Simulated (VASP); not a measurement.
Write the native input for VASP 6.6.1 that does the following.

```yaml
Task: single point
Functional: LDA
Potentials_or_basis: VASP PAW LDA potentials, release 64 (Te, Pd)
Cutoff: 520 eV
k_mesh: 7 × 7 × 7
Occupations: methfessel-paxton, width 0.1 eV
Spin: no spin polarisation
Dipole_correction: no
Further_INCAR_settings: ALGO = Normal; EDIFF = 1e-06; NBANDS = 26
```

The structure of TePd3 lies in POSCAR:

```
TePd3
1.0
   -2.2986810000      2.2986810000      3.2676990000
    2.2986810000     -2.2986810000      3.2676990000
    2.2986810000      2.2986810000     -3.2676990000
Te Pd
1 3
Direct
    0.0000000000      0.0000000000      0.0000000000
    0.7500000000      0.2500000000      0.5000000000
    0.2500000000      0.7500000000      0.5000000000
    0.5000000000      0.5000000000      0.0000000000
```

One way to write it, as run:

INCAR

```
PREC     = Accurate       # precision mode
ENCUT    = 520            # plane-wave cutoff, eV
EDIFF    = 1E-6           # SCF threshold, eV
ISMEAR   = 1              # smearing method
SIGMA    = 0.1            # smearing width, eV
LREAL    = False          # projectors in reciprocal space
LASPH    = True           # aspherical terms in the spheres
NELM     = 60             # most SCF steps
ALGO     = Normal         # electronic algorithm
ISIF     = 2              # what is computed and relaxed
LWAVE    = False          # write WAVECAR
LCHARG   = False          # write CHGCAR
NBANDS   = 26             # bands
```

KPOINTS

```
regular mesh
0
Gamma
  7 7 7
```

Potentials or basis: VASP PAW LDA potentials, release 64 (Te, Pd).

Launch:

```sh
$ cat potpaw_LDA.64/Te/POTCAR potpaw_LDA.64/Pd/POTCAR > POTCAR
$ mpirun -np 1 vasp_std > vasp.out
```

It gave:

| Item | Value |
| --- | --- |
| Pressure | -11.5 GPa |
| Band gap on the k mesh | zero (bands 18 and 19 overlap by 2.04 eV) |

Caveat: the cell stands under tension; spin-orbit coupling is left out, which moves the levels of the heavy elements.

Run time: 82 s on 1 thread of Intel Xeon 8259CL, on a shared host, peak memory 0.21 GiB.
